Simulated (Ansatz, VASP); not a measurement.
## Two plane-wave programs on WC

```xyz
2
Lattice="2.9005 0.0000 0.0000 -1.4503 2.5119 0.0000 0.0000 0.0000 2.8290" Properties=species:S:1:pos:R:3 pbc="T T T"
W     0.0000    0.0000    0.0000
C     1.1503    0.8373    1.4145
```

Alike in both runs: task single point; functional PBEsol; k mesh 18 × 18 × 16; occupations gaussian, width 0.15 eV; no spin polarisation.

```csv
,VASP,Ansatz
version,VASP 6.6.1,Ansatz 0.2.0
potentials or method,"VASP PAW PBE potentials, release 64 (W_sv, C), cutoff 520 eV","scalar-relativistic, plane waves, PAW"
valence electrons in the cell,18,18
```

|  | VASP | Ansatz | Ansatz less VASP |
| --- | --- | --- | --- |
| gap on the k mesh at the Fermi level (eV) | none | none | - |
| pressure (GPa) | 14.5 | 13.1 | -1.39 |
| traceless stress, the component that is largest in VASP (GPa) | 12.24 | 11.91 | -0.335 |
| rms of the force components (eV/Å) | 2.625 | 2.606 | -0.0194 |

VASP's potentials were made for PBE, not for PBEsol. Atom by atom the forces differ by 0.020 eV/Å (rms over components). A gap of «none» marks a metal or a gap that the smearing closes. With one functional, cell and mesh, what is left measures potentials, basis and numerics.

Neither program's run includes spin-orbit coupling.
